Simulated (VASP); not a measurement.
A run of VASP 6.6.1 is set up as follows.

The input INCAR:

```
ALGO     = Normal         # electronic algorithm
EDIFF    = 1E-7           # SCF threshold, eV
ENCUT    = 520            # plane-wave cutoff, eV
GGA      = PS             # functional
ISIF     = 2              # what is computed and relaxed
ISMEAR   = 0              # smearing method
LASPH    = True           # aspherical terms in the spheres
LCHARG   = True           # write CHGCAR
LELF     = True           # ELF
LREAL    = False          # projectors in reciprocal space
LVHAR    = True         
LWAVE    = False          # write WAVECAR
NBANDS   = 9              # bands
NELM     = 80             # most SCF steps
PREC     = Accurate       # precision mode
SIGMA    = 0.15           # smearing width, eV
```

KPOINTS

```
k-points
0
Gamma
  20 20 20
```

POSCAR

```
S
1.0
    0.0000000000      1.8946328268      2.0940678612
    1.8946328268      0.0000000000      2.0940678612
    1.8946328268      1.8946328268      0.0000000000
S
1
Direct
    0.0000000000      0.0000000000      0.0000000000
```

Potentials or basis: VASP PAW PBE potentials, release 64 (S).

The run is started by

```bash
$ cat potpaw_PBE.64/S/POTCAR > POTCAR
$ mpirun -np 1 vasp_std > vasp.out
```

**Question.** Predict the band gap on the k mesh.

**Answer.** Zero (bands 3 and 4 overlap by 6.65 eV).

**Question.** Estimate the pressure.

**Answer.** -0.6 GPa.

Stress tensor (GPa, compression positive):
```
-3.77  0.00  0.00
 0.00 -3.77  0.00
 0.00  0.00  5.79
```

Caveat: the cell differs from its parent crystal (strain -0.050 along x and y, +0.050 along z); the stress differs along the axes, from -4 to 6 GPa; the PAW data sets were made with another functional, which shifts forces and pressure a little.
